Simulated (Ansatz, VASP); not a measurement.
# Two plane-wave programs on C

The input INCAR:

```
ALGO = Normal ; EDIFF = 1E-7
ENCUT = 520 ; GGA = CA
ISIF = 2 ; ISMEAR = 0
LASPH = T ; LCHARG = F
LREAL = F ; LWAVE = F
NBANDS = 36 ; NELM = 80
PREC = Accurate ; SIGMA = 0.05
```

KPOINTS

```
k-points
0
Gamma
  12 12 2
```

File POSCAR:

```
C
1.0
    2.5503000000      0.0000000000      0.0000000000
   -1.2751500000      2.2086245873      0.0000000000
    0.0000000000      0.0000000000     11.8821000000
C
12
Direct
    0.0000000000      0.0000000000      0.1868599868
    0.0000000000      0.0000000000      0.6868599868
    0.0000000000      0.0000000000      0.3131400132
    0.0000000000      0.0000000000      0.8131400132
    0.3333333333      0.6666666667      0.5207718743
    0.6666666667      0.3333333333      0.0207718743
    0.3333333333      0.6666666667      0.9792281257
    0.6666666667      0.3333333333      0.4792281257
    0.3333333333      0.6666666667      0.6450609412
    0.6666666667      0.3333333333      0.1450609412
    0.3333333333      0.6666666667      0.8549390588
    0.6666666667      0.3333333333      0.3549390588
```

Input for Ansatz:

```yaml
crystal:
  lattice:
    - [2.5503, 0.0, 0.0]
    - [-1.27515, 2.2086245873, 0.0]
    - [0.0, 0.0, 11.8821]
  atoms:
    - { symbol: C, position: [0.0, 0.0, 0.1868599868] }
    - { symbol: C, position: [0.0, 0.0, 0.6868599868] }
    - { symbol: C, position: [0.0, 0.0, 0.3131400132] }
    - { symbol: C, position: [0.0, 0.0, 0.8131400132] }
    - { symbol: C, position: [0.3333333333, 0.6666666667, 0.5207718743] }
    - { symbol: C, position: [0.6666666667, 0.3333333333, 0.0207718743] }
    - { symbol: C, position: [0.3333333333, 0.6666666667, 0.9792281257] }
    - { symbol: C, position: [0.6666666667, 0.3333333333, 0.4792281257] }
    - { symbol: C, position: [0.3333333333, 0.6666666667, 0.6450609412] }
    - { symbol: C, position: [0.6666666667, 0.3333333333, 0.1450609412] }
    - { symbol: C, position: [0.3333333333, 0.6666666667, 0.8549390588] }
    - { symbol: C, position: [0.6666666667, 0.3333333333, 0.3549390588] }
basis:
  ecutwfc: 520.0
kpoints:
  mp_grid: { grid: [12, 12, 2] }
hamiltonian:
  xc: lda
  pseudopotentials: { kind: paw, azcp: { folder: soft_1 } }
scf:
  occupations: { method: gaussian, width: 0.05 }
output:
  forces: true
  stress: true
  eigenvalues: true
```

Alike in both runs: task single point; functional LDA; k mesh 12 × 12 × 2; occupations gaussian, width 0.05 eV; no spin polarisation.

|  | VASP | Ansatz |
| --- | --- | --- |
| version | VASP 6.6.1 | Ansatz 0.2.0 |
| potentials or method | VASP PAW LDA potentials, release 64 (C), cutoff 520 eV | scalar-relativistic, plane waves, PAW |
| valence electrons in the cell | 48 | 48 |

VASP gave:

- gap on the k mesh at the Fermi level (eV): 3.82
- least direct gap on the mesh (eV): 4.71
- pressure (GPa): -1.9
- traceless stress, the component that is largest in VASP (GPa): 48.52
- rms of the force components (eV/Å): 0.232

Q: What did Ansatz give for the same quantities?

A: gap on the k mesh at the Fermi level (eV): 3.83; least direct gap on the mesh (eV): 4.71; pressure (GPa): -3.5; traceless stress, the component that is largest in VASP (GPa): 48.27; rms of the force components (eV/Å): 0.222.

Ansatz warns that its potentials were made for another functional, while VASP's fit it. LDA's correlation is that of Perdew and Zunger in VASP and of Perdew and Wang (1992) in Ansatz. Atom by atom the forces differ by 0.011 eV/Å (rms over components).
